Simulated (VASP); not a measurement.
The system is InGa2O.

```xyz
4
Lattice="2.3440 1.3533 3.6252 -2.3440 1.3533 3.6252 0.0000 -2.7066 3.6252" Properties=species:S:1:pos:R:3 pbc="T T T"
In    0.0000    0.0000    5.4378
Ga    0.0000    0.0000    8.9280
Ga    0.0000    0.0000    1.9477
O     0.0000    0.0000    0.0000
```

The cell was generated, and may not be a known phase.

```yaml
Program: VASP 6.6.1
Task: relaxation of cell and atoms
Functional: PBE
Potentials_or_basis: VASP PAW PBE potentials, release 64 (In_d, Ga_d, O_h)
Cutoff: 1340 eV
k_mesh: 6 × 6 × 6
Occupations: gaussian, width 0.1 eV
Spin: no spin polarisation
```

At the start: pressure 9.9 GPa; volume 17.25 Å³/atom.

Q: How do energy, volume and symmetry change on relaxing?

A: Over 7 steps the energy falls by 224.0 meV/atom and the volume is 21.43 Å³/atom (+24.2 %); space group R-3m (No. 166, to 0.1 Å) before and after.

Step by step:
| step | energy change (eV) | largest force (eV/Å) | pressure (GPa) | volume (Å³) |
| --- | --- | --- | --- | --- |
| 1 | 0.0000 | 0.8363 | 9.89 | 69.00 |
| 2 | -0.8202 | 0.3714 | 1.53 | 79.87 |
| 3 | -0.8894 | 0.0455 | 0.55 | 83.63 |
| 4 | -0.8951 | 0.0970 | 0.42 | 85.03 |
| 5 | -0.8951 | 0.1320 | 0.39 | 85.36 |
| 6 | -0.8947 | 0.1258 | -0.33 | 86.17 |
| 7 | -0.8961 | 0.0132 | 0.02 | 85.72 |

Final structure:
```yaml
crystal:
  lattice:
    - [2.65619, 1.53355, 3.50745]
    - [-2.65619, 1.53355, 3.50745]
    - [0.00000, -3.06710, 3.50745]
  atoms:
    - { symbol: In, position: [0.50000, 0.50000, 0.50000] }
    - { symbol: Ga, position: [0.82620, 0.82620, 0.82620] }
    - { symbol: Ga, position: [0.17380, 0.17380, 0.17380] }
    - { symbol: O, position: [0.00000, 0.00000, 0.00000] }
```

Caveat: the volume moved by over 15 % at a fixed basis, so the end points are rough.
